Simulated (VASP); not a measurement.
# PbS (Fm-3m) in VASP: a series of runs

PbS is run at these levels: PBE; tasks: single point.

Everything below comes from runs of VASP 6.6.1. Logs are shortened: lines on timing, memory, paths and dates and some standing lists are left out, and cuts for length are marked.

## 1. The cell of the first run

Symmetry: Fm-3m, No. 225, cubic system. Conventional cell: a = 6.146 Å, b = 6.146 Å, c = 6.146 Å, α = 90.00°, β = 90.00°, γ = 90.00°. Pb (site symmetry m-3m) has 6 S at 3.07 Å within 4.0 Å. S (site symmetry m-3m) has 6 Pb at 3.07 Å within 4.0 Å.

## 2. Single point, PBE (volume scaled by 1.070)

INCAR

```
PREC = Accurate
ENCUT = 520
EDIFF = 1E-6
ISMEAR = 0
SIGMA = 0.05
LREAL = False
LASPH = True
NELM = 60
ALGO = Normal
ISIF = 2
LWAVE = False
LCHARG = False
GGA = PE
NBANDS = 17
```

KPOINTS

```
Automatic mesh
0
Gamma
  10 10 10
```

POSCAR

```
PbS
1.0
    0.0000000000      3.0730624946      3.0730624946
    3.0730624946      0.0000000000      3.0730624946
    3.0730624946      3.0730624946      0.0000000000
Pb S
1 1
Direct
    0.5000000000      0.5000000000      0.5000000000
    0.0000000000      0.0000000000      0.0000000000
```

Potentials or basis: VASP PAW PBE potentials, release 64 (Pb_d, S).

On the command line:

```sh
$ cat potpaw_PBE.64/Pb_d/POTCAR potpaw_PBE.64/S/POTCAR > POTCAR
$ mpirun -np 1 vasp_std > vasp.out
```

OUTCAR:

```text
PREC = Accurate
   ENCUT = 520
   EDIFF = 1E-6
   ISMEAR = 0
   LREAL = False
   LASPH = True
   NELM = 60
   ISIF = 2
   GGA = PE

 ion  position               nearest neighbor table
   1  0.500  0.500  0.500-   2 3.07   2 3.07   2 3.07   2 3.07   2 3.07   2 3.07
   2  0.000  0.000  0.000-   1 3.07   1 3.07   1 3.07   1 3.07   1 3.07   1 3.07

  LATTYP: Found a face centered cubic cell.
 ALAT       =     6.1461249892

  Lattice vectors:

 A1 = (   0.0000000000,   3.0730624946,   3.0730624946)
 A2 = (   3.0730624946,   0.0000000000,   3.0730624946)
 A3 = (   3.0730624946,   3.0730624946,   0.0000000000)

Analysis of symmetry for initial positions (statically):
=====================================================================
 Subroutine PRICEL returns:
 Original cell was already a primitive cell.

 Routine SETGRP: Setting up the symmetry group for a
 face centered cubic supercell.

 Subroutine GETGRP returns: Found 48 space group operations
 (whereof 48 operations were pure point group operations)
 out of a pool of 48 trial point group operations.

The static configuration has the point symmetry O_h .

Analysis of symmetry for dynamics (positions and initial velocities):
=====================================================================
 Subroutine PRICEL returns:
 Original cell was already a primitive cell.

 Routine SETGRP: Setting up the symmetry group for a
 face centered cubic supercell.

 Subroutine GETGRP returns: Found 48 space group operations
 (whereof 48 operations were pure point group operations)
 out of a pool of 48 trial point group operations.

The dynamic configuration has the point symmetry O_h .

 Subroutine INISYM returns: Found 48 space group operations
 (whereof 48 operations are pure point group operations),
 and found     1 'primitive' translations

----------------------------------------------------------------------------------------

                                     Primitive cell

  volume of cell :      58.0422

  direct lattice vectors                    reciprocal lattice vectors
     0.000000000  3.073062495  3.073062495    -0.162704143  0.162704143  0.162704143
     3.073062495  0.000000000  3.073062495     0.162704143 -0.162704143  0.162704143
     3.073062495  3.073062495  0.000000000     0.162704143  0.162704143 -0.162704143

  length of vectors
     4.345966658  4.345966658  4.345966658     0.281811843  0.281811843  0.281811843

  position of ions in fractional coordinates (direct lattice)
     0.500000000  0.500000000  0.500000000
     0.000000000  0.000000000  0.000000000

  ion indices of the primitive-cell ions
   primitive index   ion index
                 1           1
                 2           2

----------------------------------------------------------------------------------------

 KPOINTS: Automatic mesh

Automatic generation of k-mesh.
 Grid dimensions read from file:
 generate k-points for:   10   10   10

 Generating k-lattice:

  Cartesian coordinates                     Fractional coordinates (reciprocal lattice)
    -0.016270414  0.016270414  0.016270414     0.100000000  0.000000000  0.000000000
     0.016270414 -0.016270414  0.016270414     0.000000000  0.100000000  0.000000000
     0.016270414  0.016270414 -0.016270414     0.000000000  0.000000000  0.100000000

  Length of vectors
     0.028181184  0.028181184  0.028181184

  Shift w.r.t. Gamma in fractional coordinates (k-lattice)
     0.000000000  0.000000000  0.000000000

 Subroutine IBZKPT returns following result:
 ===========================================

 Found     47 irreducible k-points:

 Following reciprocal coordinates:
            Coordinates               Weight
  0.000000  0.000000  0.000000      1.000000
  0.100000  0.000000  0.000000      8.000000
  0.200000  0.000000  0.000000      8.000000
  0.300000  0.000000  0.000000      8.000000
  0.400000  0.000000  0.000000      8.000000
  0.500000  0.000000  0.000000      4.000000
[... 16 lines left out ...]
  0.300000  0.300000  0.000000      6.000000
  0.400000  0.300000  0.000000     24.000000
 [... further k-points ...]
   k-points           NKPTS =     47   k-points in BZ     NKDIM =     47   number of bands    NBANDS=     17
   number of dos      NEDOS =    301   number of ions     NIONS =      2
   total plane-waves  NPLWV =  32768
   dimension x,y,z NGX =    32 NGY =   32 NGZ =   32
   dimension x,y,z NGXF=    64 NGYF=   64 NGZF=   64
   ions per type =               1   1
   NGX,Y,Z   is equivalent  to a cutoff of  12.24, 12.24, 12.24 a.u.
   NGXF,Y,Z  is equivalent  to a cutoff of  24.48, 24.48, 24.48 a.u.
 SYSTEM =  unknown system
   PREC   = accura    normal or accurate (medium, high low for compatibility)
   ISTART =      0    job   : 0-new  1-cont  2-samecut
   ICHARG =      2    charge: 1-file 2-atom 10-const
   ISPIN  =      1    spin polarized calculation?
   LNONCOLLINEAR =      F non collinear calculations
   LSORBIT =      F    spin-orbit coupling
   LASPH  =      T    aspherical Exc in radial PAW
   ENCUT  =  520.0 eV  38.22 Ry    6.18 a.u.   8.08  8.08  8.08*2*pi/ulx,y,z
   NELM   =     60;   NELMIN=  2; NELMDL= -5     # of ELM steps
   EDIFF  = 0.1E-05   stopping-criterion for ELM
   LREAL  =      F    real-space projection
   EDIFFG = 0.1E-04   stopping-criterion for IOM
   NSW    =      0    number of steps for IOM
   IBRION =     -1    ionic relax: 0-MD 1-quasi-New 2-CG
   NFREE  =      0    steps in history (QN), initial steepest desc. (CG)
   ISIF   =      2    stress and relaxation
   ISYM   =      2    0-nonsym 1-usesym 2-fastsym
   POTIM  = 0.5000    time-step for ionic-motion
   TEBEG  =    0.0;   TEEND  =   0.0 temperature during run
   PSTRESS=    0.0 pullay stress
   NELECT =      20.0000    total number of electrons
   NUPDOWN=      -1.0000    fix difference up-down
   EMIN   =  10.00;   EMAX   =-10.00  energy-range for DOS
   EFERMI =   0.00;   METHOD = LEGACY
   ISMEAR =     0;   SIGMA  =   0.05  broadening in eV -4-tet -1-fermi 0-gaus
   EFERMI_NEDOS =   21; number of points for ismear=-14 and -15
   IALGO  =     38    algorithm
   IMIX   =      4    mixing-type and parameters
     AMIX     =   0.40;   BMIX     =  1.00
     AMIX_MAG =   1.60;   BMIX_MAG =  1.00
  volume/ion in A,a.u.               =      29.02       195.84
  Fermi-wavevector in a.u.,A,eV,Ry     =   1.147722  2.168880 17.922495  1.317266
  Thomas-Fermi vector in A             =   2.284401
   LORBIT       =      0    0 simple, 1 ext, 2 COOP (PROOUT), +10 PAW based schemes
   GGA     = PE    functional components
   LHFCALC =     F    Hartree Fock is set to
   AEXX    =    0.0000 exact exchange contribution
   IVDW    =     0    specifies the selected vdW correction
   LEPSILON=     F    determine dielectric tensor
   LRPA    =     F    only Hartree local field effects (RPA)
 non-spin polarized calculation
 Gauss-broadening in eV      SIGMA  =   0.05
  energy-cutoff  :      520.00
  volume of cell :       58.04
 maximum number of plane-waves:      1588
   NGX = 17   NGY = 17   NGZ = 17

 number of electron      19.9999995 magnetization

 Free energy of the ion-electron system (eV)
  ---------------------------------------------------
  ext. energy  EPLUGINS =         0.00000000
  ---------------------------------------------------
  free energy    TOTEN  =        -8.73057942 eV

  energy without entropy =       -8.73057942  energy(sigma->0) =       -8.73057942

 E-fermi :   4.6253     XC(G=0):  -9.1902

 val. band max:        4.4085358656   @ k =   0.5000   0.0000   0.0000
 cond. band min:       5.1040968138   @ k =   0.5000   0.0000   0.0000
 fundamental gap:      0.6955609482
 Fermi energy:         4.6252974870

 k-point     1 :       0.0000    0.0000    0.0000
  band No.  band energies     occupation
      1     -12.1966      2.00000
      2     -12.1966      2.00000
      3     -12.1966      2.00000
      4     -12.1780      2.00000
      5     -12.1780      2.00000
      6      -8.2045      2.00000
[... 9 lines left out ...]
     16      11.4751      0.00000
     17      13.1206      0.00000

 k-point     2 :       0.1000    0.0000    0.0000
  band No.  band energies     occupation
      1     -12.1962      2.00000
      2     -12.1949      2.00000
      3     -12.1949      2.00000
      4     -12.1788      2.00000
      5     -12.1788      2.00000
      6      -8.1328      2.00000
[... 9 lines left out ...]
     16      11.6931      0.00000
     17      13.8235      0.00000

 k-point     3 :       0.2000    0.0000    0.0000
  band No.  band energies     occupation
      1     -12.1951      2.00000
      2     -12.1931      2.00000
      3     -12.1931      2.00000
      4     -12.1777      2.00000
      5     -12.1777      2.00000
      6      -7.9291      2.00000
[... 9 lines left out ...]
     16      12.2362      0.00000
     17      15.1619      0.00000

 k-point     4 :       0.3000    0.0000    0.0000
  band No.  band energies     occupation
      1     -12.1959      2.00000
      2     -12.1959      2.00000
      3     -12.1940      2.00000
      4     -12.1714      2.00000
      5     -12.1714      2.00000
      6      -7.6341      2.00000
[... 9 lines left out ...]
     16      13.0464      0.00000
     17      16.2300      0.00000
[... 343 lines left out ...]
      1     -12.1984      2.00000
      2     -12.1917      2.00000
      3     -12.1882      2.00000
      4     -12.1820      2.00000
      5     -12.1706      2.00000
      6      -7.5341      2.00000
[... 9 lines left out ...]
     16      14.1878      0.00000
     17      14.7257      0.00000

 k-point    23 :       0.3000    0.3000    0.0000
  band No.  band energies     occupation
      1     -12.2252      2.00000
      2     -12.2071      2.00000
      3     -12.1709      2.00000
      4     -12.1709      2.00000
      5     -12.1670      2.00000
      6      -7.4450      2.00000
[... 9 lines left out ...]
     16      14.6256      0.00000
     17      15.2677      0.00000

 k-point    24 :       0.4000    0.3000    0.0000
  band No.  band energies     occupation
      1     -12.2365      2.00000
      2     -12.2069      2.00000
      3     -12.1709      2.00000
      4     -12.1666      2.00000
      5     -12.1614      2.00000
      6      -7.2269      2.00000
[... 9 lines left out ...]
     16      15.1910      0.00000
     17      16.0289      0.00000

 [... further k-points ...]
[... 5 lines left out ...]
  --------------------------------------------------------------------------------------
  -------------------------------------------------------------------------------------
  Total       -1.1424200     -1.1424200     -1.1424200     -0.0000000      0.0000000     -0.0000000
  in kB      -31.5349538    -31.5349538    -31.5349538     -0.0000000      0.0000000     -0.0000000
  external PRESSURE =     -31.5349538 kB  Pullay stress =       0.0000000 kB

 VOLUME and BASIS-vectors are now :
 -----------------------------------------------------------------------------
  energy-cutoff  :      520.00
  volume of cell :       58.04
      direct lattice vectors                 reciprocal lattice vectors
     0.000000000  3.073062495  3.073062495    -0.162704143  0.162704143  0.162704143
     3.073062495  0.000000000  3.073062495     0.162704143 -0.162704143  0.162704143
     3.073062495  3.073062495  0.000000000     0.162704143  0.162704143 -0.162704143

 POSITION                                       TOTAL-FORCE (eV/Angst)
 -----------------------------------------------------------------------------------
      3.07306      3.07306      3.07306         0.000000     -0.000000      0.000000
      0.00000      0.00000      0.00000        -0.000000      0.000000     -0.000000
 -----------------------------------------------------------------------------------
    total drift:                                0.000000     -0.000000      0.000000

  FREE ENERGIE OF THE ION-ELECTRON SYSTEM (eV)
  ---------------------------------------------------
  free  energy   TOTEN  =        -8.7305794173 eV

  energy  without entropy=       -8.7305794173  energy(sigma->0) =       -8.73057942
```

Wall time 20 s (1 thread of AMD EPYC 9R45 (Zen 5), shared host); peak memory 0.17 GiB.

What came out:

- Free energy: -8.7306 eV
- Pressure: -3.2 GPa
- Band gap on the k mesh: 0.70 eV, direct

Caveat: spin-orbit coupling is left out, which moves the levels of the heavy elements. A k mesh can miss the band edges.

## 3. Single point, PBE (volume scaled by 1.100)

INCAR

```
ALGO = Normal
EDIFF = 1E-6
ENCUT = 520
GGA = PE
ISIF = 2
ISMEAR = 0
LASPH = T
LCHARG = T
LELF = T
LREAL = F
LVHAR = T
LWAVE = F
NBANDS = 17
NELM = 100
PREC = Accurate
SIGMA = 0.05
```

KPOINTS

```
k-points
0
Gamma
  10 10 10
```

POSCAR

```
PbS
1.0
    0.0000000000      3.1015183959      3.1015183959
    3.1015183959      0.0000000000      3.1015183959
    3.1015183959      3.1015183959      0.0000000000
Pb S
1 1
Direct
    0.5000000000      0.5000000000      0.5000000000
    0.0000000000      0.0000000000      0.0000000000
```

Potentials or basis: VASP PAW PBE potentials, release 64 (Pb_d, S).

On the command line:

```sh
$ cat potpaw_PBE.64/Pb_d/POTCAR potpaw_PBE.64/S/POTCAR > POTCAR
$ mpirun -np 1 vasp_std > vasp.out
```

It took 32 s on 1 thread of AMD EPYC 9R45 (Zen 5), shared host; peak memory 0.19 GiB.

The run converged. Its results:

```
Free energy            : -8.6940 eV
Pressure               : -4.2 GPa
Band gap on the k mesh : 0.76 eV, direct
```

Levels at points of the mesh, in eV from the valence-band top:
```csv
k point,band 8,band 9,band 10,band 11,band 12,band 13
"(0.00, 0.00, 0.00)",-1.45,-1.45,-1.45,4.91,4.91,4.91
"(0.50, 0.00, 0.00)",-1.15,-1.15,0.00,0.76,2.30,2.30
"(0.50, 0.50, 0.00)",-4.02,-2.52,-2.52,4.51,5.22,5.28
```

Caveat: spin-orbit coupling is left out, which moves the levels of the heavy elements.
